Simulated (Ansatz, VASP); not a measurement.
## MnHg3 in VASP and in Ansatz

File INCAR:

```
ALGO = Normal
EDIFF = 1E-6
ENCUT = 520
GGA = PE
ISIF = 2
ISMEAR = 0
ISPIN = 2
LASPH = T
LCHARG = F
LMAXMIX = 4
LORBIT = 11
LREAL = F
LWAVE = F
MAGMOM = 4 0 0 0
NBANDS = 36
NELM = 150
PREC = Accurate
SIGMA = 0.1
```

The input KPOINTS:

```
k-points
0
Gamma
  5 5 5
```

The input POSCAR:

```
MnHg3
1.0
    4.2653872778      0.0000000000      0.0000000000
    0.0000000000      4.2653872778      0.0000000000
    0.0000000000      0.0000000000      4.2653872778
Mn Hg
1 3
Direct
    0.0000000000      0.0000000000      0.0000000000
    0.5000000000      0.0000000000      0.5000000000
    0.0000000000      0.5000000000      0.5000000000
    0.5000000000      0.5000000000      0.0000000000
```

Input for Ansatz:

```yaml
crystal:
  lattice:
    - [4.265387277779981, 0.0, 0.0]
    - [0.0, 4.265387277779981, 0.0]
    - [0.0, 0.0, 4.265387277779981]
  atoms:
    - { symbol: Mn, position: [0.0, 0.0, 0.0], spin: 4.0 }
    - { symbol: Hg, position: [0.5, 0.0, 0.5] }
    - { symbol: Hg, position: [0.0, 0.5, 0.5] }
    - { symbol: Hg, position: [0.5, 0.5, 0.0] }
basis:
  ecutwfc: 500.0
kpoints:
  mp_grid:
    grid: [5, 5, 5]
magnetization:
  spin_polarized: true
scf:
  occupations:
    method: gaussian
    width: 0.1
```

Alike in both runs: task single point; functional PBE; k mesh 5 × 5 × 5; occupations gaussian, width 0.1 eV; collinear spin.

```csv
,VASP,Ansatz
version,VASP 6.6.1,Ansatz 0.2.0
potentials or method,"VASP PAW PBE potentials, release 64 (Mn_pv, Hg), cutoff 520 eV","plane waves, PAW"
valence electrons in the cell,49,75
```

|  | VASP | Ansatz | Ansatz less VASP |
| --- | --- | --- | --- |
| net moment per atom (μB) | 0.93 | 0.92 | -0.003 |
| size of the moment on the site where the two differ most (μB) | 3.80 | 3.89 | +0.093 |

Site moments also hang on the region over which each program counts them. VASP's potentials hold 49 valence electrons a cell and Ansatz's 75, so a difference there can come from the potentials and not from the codes.

Neither program's run includes spin-orbit coupling.
